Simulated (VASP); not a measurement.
# Hf4Si3O16 (a cell with a defect) in VASP: notebook, part 2 of 2

VASP 6.6.1.

## 3. Single point, PBE

INCAR

```
PREC     = Accurate       # precision mode
ENCUT    = 520            # plane-wave cutoff, eV
EDIFF    = 1E-6           # SCF threshold, eV
ISMEAR   = -1             # smearing method
SIGMA    = 0.01           # smearing width, eV
LREAL    = F              # projectors in reciprocal space
LASPH    = T              # aspherical terms in the spheres
NELM     = 120            # most SCF steps
ALGO     = Normal         # electronic algorithm
ISIF     = 2              # what is computed and relaxed
LWAVE    = F              # write WAVECAR
LCHARG   = F              # write CHGCAR
GGA      = PE             # functional
NBANDS   = 91             # bands
NELECT   = 150.0        
GGA_COMPAT= F
```

KPOINTS

```
regular mesh
0
Gamma
  1 1 1
```

POSCAR

```
Hf4Si3O16
1.0
    6.6465279248      0.0000000000      0.0000000000
    0.0000000000      6.6465279248      0.0000000000
    0.0000000000      0.0000000000      6.0147349639
Hf Si O
4 3 16
Direct
   -0.0010190809      0.0004500858     -0.0010836996
    0.4987699835      0.5007964777      0.4988842433
   -0.0010081451      0.4996100720      0.2616486300
    0.5000902157      0.0005074945      0.7362149830
   -0.0010095893      0.5002181441      0.7606932530
    0.4992423153      0.0005598494      0.2371307281
   -0.0002310825     -0.0000800496      0.4989275042
    0.0005957081      0.8187847340      0.3188491537
    0.4929819095      0.3015455482      0.7896266262
    0.1805593838      0.5048065397      0.5797849799
    0.6869348651      0.0012845782      0.0636562883
    0.3118528386      0.0006679258      0.0633467757
    0.8179764271      0.4965588921      0.5797431002
   -0.0008019992      0.1816893643      0.3197398202
    0.5067249761      0.7002762476      0.7904237863
    0.2992815540      0.4929835840      0.2074537972
    0.8181511587      0.0006682217      0.6781884674
   -0.0012438976      0.6874751927      0.9345314679
    0.5026805971      0.1814729121      0.4181838627
   -0.0014655431      0.3123515790      0.9340345275
    0.4949466221      0.8188779283      0.4179183706
    0.1810643827     -0.0012815004      0.6788929795
    0.6979948458      0.5062774245      0.2081719709
```

Potentials or basis: VASP PAW PBE potentials, release 64 (Hf_pv, Si, O).

On the command line:

```console
$ cat potpaw_PBE.64/Hf_pv/POTCAR potpaw_PBE.64/Si/POTCAR potpaw_PBE.64/O/POTCAR > POTCAR
$ mpirun -np 1 vasp_gam > vasp.out
```

OUTCAR:

```text
PREC = Accurate
   ENCUT = 520
   EDIFF = 1E-6
   ISMEAR = -1
   LREAL = F
   LASPH = T
   NELM = 120
   ISIF = 2
   GGA = PE
   NELECT = 150.0

 ion  position               nearest neighbor table
   1  0.999  0.000  0.999-  20 2.11  11 2.11  12 2.12  18 2.12   8 2.27  17 2.27  22 2.27  14 2.27
                             7 3.01   7 3.01   4 3.67   3 3.67   3 3.68   4 3.69
   2  0.499  0.501  0.499-  21 2.17  10 2.17  13 2.18  19 2.18  23 2.19   9 2.19  16 2.20  15 2.20
                             4 3.62   3 3.62   3 3.62   4 3.62
   3  0.999  0.500  0.262-  16 2.02  23 2.03  14 2.14   8 2.15  13 2.26  10 2.26  18 2.33  20 2.33
                             5 3.00   5 3.01   2 3.62   2 3.62   1 3.67   1 3.68
   4  0.500  0.001  0.736-  15 2.02   9 2.03  17 2.14  22 2.15  19 2.26  21 2.26  11 2.33  12 2.33
                             6 3.00   6 3.01   2 3.62   2 3.62   1 3.67   1 3.69
   5  0.999  0.500  0.761-  13 1.62  10 1.63  18 1.63  20 1.63   3 3.00   3 3.01
   6  0.499  0.001  0.237-  19 1.62  21 1.63  12 1.63  11 1.63   4 3.00   4 3.01
   7  1.000  1.000  0.499-  17 1.62  14 1.62   8 1.62  22 1.62   1 3.01   1 3.01
   8  0.001  0.819  0.319-   7 1.62   3 2.15   1 2.27
   9  0.493  0.302  0.790-   4 2.03   2 2.19
  10  0.181  0.505  0.580-   5 1.63   2 2.17   3 2.26
  11  0.687  0.001  0.064-   6 1.63   1 2.11   4 2.33
  12  0.312  0.001  0.063-   6 1.63   1 2.12   4 2.33
  13  0.818  0.497  0.580-   5 1.62   2 2.18   3 2.26
  14  0.999  0.182  0.320-   7 1.62   3 2.14   1 2.27
  15  0.507  0.700  0.790-   4 2.02   2 2.20
  16  0.299  0.493  0.207-   3 2.02   2 2.20
  17  0.818  0.001  0.678-   7 1.62   4 2.14   1 2.27
  18  0.999  0.687  0.935-   5 1.63   1 2.12   3 2.33
  19  0.503  0.181  0.418-   6 1.62   2 2.18   4 2.26
  20  0.999  0.312  0.934-   5 1.63   1 2.11   3 2.33
  21  0.495  0.819  0.418-   6 1.63   2 2.17   4 2.26
  22  0.181  0.999  0.679-   7 1.62   4 2.15   1 2.27
  23  0.698  0.506  0.208-   3 2.03   2 2.19

  LATTYP: Found a simple tetragonal cell.
 ALAT       =     6.6465279248
 C/A-ratio  =     0.9049439094

  Lattice vectors:

 A1 = (   6.6465279248,   0.0000000000,   0.0000000000)
 A2 = (   0.0000000000,   6.6465279248,   0.0000000000)
 A3 = (   0.0000000000,   0.0000000000,   6.0147349639)

Analysis of symmetry for initial positions (statically):
=====================================================================
 Subroutine PRICEL returns:
 Original cell was already a primitive cell.

 Routine SETGRP: Setting up the symmetry group for a
 simple tetragonal supercell.

 Subroutine GETGRP returns: Found  1 space group operations
 (whereof  1 operations were pure point group operations)
 out of a pool of 16 trial point group operations.

The static configuration has the point symmetry C_1 .

Analysis of symmetry for dynamics (positions and initial velocities):
=====================================================================
 Subroutine PRICEL returns:
 Original cell was already a primitive cell.

 Routine SETGRP: Setting up the symmetry group for a
 simple tetragonal supercell.

 Subroutine GETGRP returns: Found  1 space group operations
 (whereof  1 operations were pure point group operations)
 out of a pool of 16 trial point group operations.

The dynamic configuration has the point symmetry C_1 .

 Subroutine INISYM returns: Found  1 space group operations
 (whereof  1 operations are pure point group operations),
 and found     1 'primitive' translations

[... 91 lines left out ...]
 Following reciprocal coordinates:
            Coordinates               Weight
  0.000000  0.000000  0.000000      1.000000
   k-points           NKPTS =      1   k-points in BZ     NKDIM =      1   number of bands    NBANDS=     91
   number of dos      NEDOS =    301   number of ions     NIONS =     23
   total plane-waves  NPLWV = 120000
   dimension x,y,z NGX =    50 NGY =   50 NGZ =   48
   dimension x,y,z NGXF=   100 NGYF=  100 NGZF=   96
   ions per type =               4   3  16
   NGX,Y,Z   is equivalent  to a cutoff of  12.51, 12.51, 13.27 a.u.
   NGXF,Y,Z  is equivalent  to a cutoff of  25.01, 25.01, 26.53 a.u.
 SYSTEM =  unknown system
   PREC   = accura    normal or accurate (medium, high low for compatibility)
   ISTART =      0    job   : 0-new  1-cont  2-samecut
   ICHARG =      2    charge: 1-file 2-atom 10-const
   ISPIN  =      1    spin polarized calculation?
   LNONCOLLINEAR =      F non collinear calculations
   LSORBIT =      F    spin-orbit coupling
   LASPH  =      T    aspherical Exc in radial PAW
   ENCUT  =  520.0 eV  38.22 Ry    6.18 a.u.  12.36 12.36 11.18*2*pi/ulx,y,z
   NELM   =    120;   NELMIN=  2; NELMDL= -5     # of ELM steps
   EDIFF  = 0.1E-05   stopping-criterion for ELM
   LREAL  =      F    real-space projection
   EDIFFG = 0.1E-04   stopping-criterion for IOM
   NSW    =      0    number of steps for IOM
   IBRION =     -1    ionic relax: 0-MD 1-quasi-New 2-CG
   NFREE  =      0    steps in history (QN), initial steepest desc. (CG)
   ISIF   =      2    stress and relaxation
   ISYM   =      2    0-nonsym 1-usesym 2-fastsym
   POTIM  = 0.5000    time-step for ionic-motion
   TEBEG  =    0.0;   TEEND  =   0.0 temperature during run
   PSTRESS=    0.0 pullay stress
   NELECT =     150.0000    total number of electrons
   NUPDOWN=      -1.0000    fix difference up-down
   EMIN   =  10.00;   EMAX   =-10.00  energy-range for DOS
   EFERMI =   0.00;   METHOD = LEGACY
   ISMEAR =    -1;   SIGMA  =   0.01  broadening in eV -4-tet -1-fermi 0-gaus
   EFERMI_NEDOS =   21; number of points for ismear=-14 and -15
   IALGO  =     38    algorithm
   IMIX   =      4    mixing-type and parameters
     AMIX     =   0.40;   BMIX     =  1.00
     AMIX_MAG =   1.60;   BMIX_MAG =  1.00
  volume/ion in A,a.u.               =      11.55        77.96
  Fermi-wavevector in a.u.,A,eV,Ry     =   1.353017  2.556831 24.907567  1.830655
  Thomas-Fermi vector in A             =   2.480307
   LORBIT       =      0    0 simple, 1 ext, 2 COOP (PROOUT), +10 PAW based schemes
   GGA     = PE    functional components
   LHFCALC =     F    Hartree Fock is set to
   AEXX    =    0.0000 exact exchange contribution
   IVDW    =     0    specifies the selected vdW correction
   LEPSILON=     F    determine dielectric tensor
   LRPA    =     F    only Hartree local field effects (RPA)
 non-spin polarized calculation
  energy-cutoff  :      520.00
  volume of cell :      265.71
 maximum number of plane-waves:      3592
 NGX is ok and might be reduce to    50
   NGX = 25   NGY = 25   NGZ = 23

 number of electron     149.9999964 magnetization

 Free energy of the ion-electron system (eV)
  ---------------------------------------------------
  ext. energy  EPLUGINS =         0.00000000
  ---------------------------------------------------
  free energy    TOTEN  =      -188.55369910 eV

  energy without entropy =     -188.52838252  energy(sigma->0) =     -188.54104081

 E-fermi :   3.0556     XC(G=0): -10.7411

 val. band max:        3.0484009503   @ k =   0.0000   0.0000   0.0000
 cond. band min:       3.0627254467   @ k =   0.0000   0.0000   0.0000
 fundamental gap:      0.0143244964
 Fermi energy:         3.0555631985

 k-point     1 :       0.0000    0.0000    0.0000
  band No.  band energies     occupation
      1     -27.8075      2.00000
      2     -27.7861      2.00000
      3     -27.7842      2.00000
      4     -27.0441      2.00000
      5     -27.0430      2.00000
      6     -27.0346      2.00000
[... 79 lines left out ...]
     86       8.9562      0.00000
     87       8.9989      0.00000
 [bands above 87 left out]

------------------------ aborting loop because EDIFF is reached ----------------------------------------

  FORCE on cell =-STRESS in cart. coord.  units (eV):
  Direction    XX          YY          ZZ          XY          YZ          ZX
  --------------------------------------------------------------------------------------
  -------------------------------------------------------------------------------------
  Total       17.0937302     17.1909482     27.1600440      0.2065995      0.0753043      0.0253284
  in kB      103.0721334    103.6583405    163.7702036      1.2457583      0.4540713      0.1527255
  external PRESSURE =     123.5002258 kB  Pullay stress =       0.0000000 kB

 VOLUME and BASIS-vectors are now :
 -----------------------------------------------------------------------------
  energy-cutoff  :      520.00
  volume of cell :      265.71
      direct lattice vectors                 reciprocal lattice vectors
     6.646527925  0.000000000  0.000000000     0.150454495  0.000000000  0.000000000
     0.000000000  6.646527925  0.000000000     0.000000000  0.150454495  0.000000000
     0.000000000  0.000000000  6.014734964     0.000000000  0.000000000  0.166258365

 POSITION                                       TOTAL-FORCE (eV/Angst)
 -----------------------------------------------------------------------------------
      6.63975      0.00299      6.00822         0.070999     -0.052850     -0.000193
      3.31509      3.32856      3.00066         0.031464     -0.035011     -0.005527
      6.63983      3.32067      1.57375        -0.005027      0.056775     -0.252326
      3.32386      0.00337      4.42814        -0.072136      0.007321      0.252422
      6.63982      3.32471      4.57537         0.032983      0.012516     -0.111980
      3.31823      0.00372      1.42628        -0.040355     -0.037419      0.109986
[... 15 lines left out ...]
      1.20345      6.63801      4.08336         0.263532      0.018981     -0.535746
      4.63924      3.36499      1.25210        -0.258346     -0.032579     -0.112051
 -----------------------------------------------------------------------------------
    total drift:                               -0.001638      0.000893     -0.001208

  FREE ENERGIE OF THE ION-ELECTRON SYSTEM (eV)
  ---------------------------------------------------
  free  energy   TOTEN  =      -188.5536990976 eV

  energy  without entropy=     -188.5283825230  energy(sigma->0) =     -188.54104081
```

It took 48 s on 1 thread of AMD EPYC 9R45 (Zen 5), shared host; peak memory 0.29 GiB.

Results:

```
Free energy   : -188.5537 eV
Largest force : 0.694 eV/Å
```

Forces on the atoms (eV/Å):
```
Hf   0.071 -0.053  0.000
Hf   0.031 -0.035 -0.006
Hf  -0.005  0.057 -0.252
Hf  -0.072  0.007  0.252
Si   0.033  0.013 -0.112
Si  -0.040 -0.037  0.110
Si   0.050 -0.022 -0.002
O   -0.026 -0.287  0.529
O    0.035  0.264  0.113
O   -0.197  0.002  0.666
O    0.246 -0.013  0.491
O   -0.241 -0.005  0.474
O    0.130 -0.024  0.584
O   -0.010  0.286  0.522
O   -0.047 -0.302  0.101
O    0.297  0.048 -0.103
O   -0.310  0.003 -0.516
O    0.002  0.259 -0.464
O    0.031 -0.124 -0.584
O    0.011 -0.225 -0.494
O    0.004  0.201 -0.662
O    0.264  0.019 -0.536
O   -0.258 -0.033 -0.112
```

Caveat: the k points lie up to 1.04 Å⁻¹ apart; the cell carries a net charge on a neutralising background, which shifts energy and pressure; the cell is charged against a uniform background, so pressure and absolute levels hang on convention; spin-orbit coupling is left out, which moves the levels of the heavy elements.
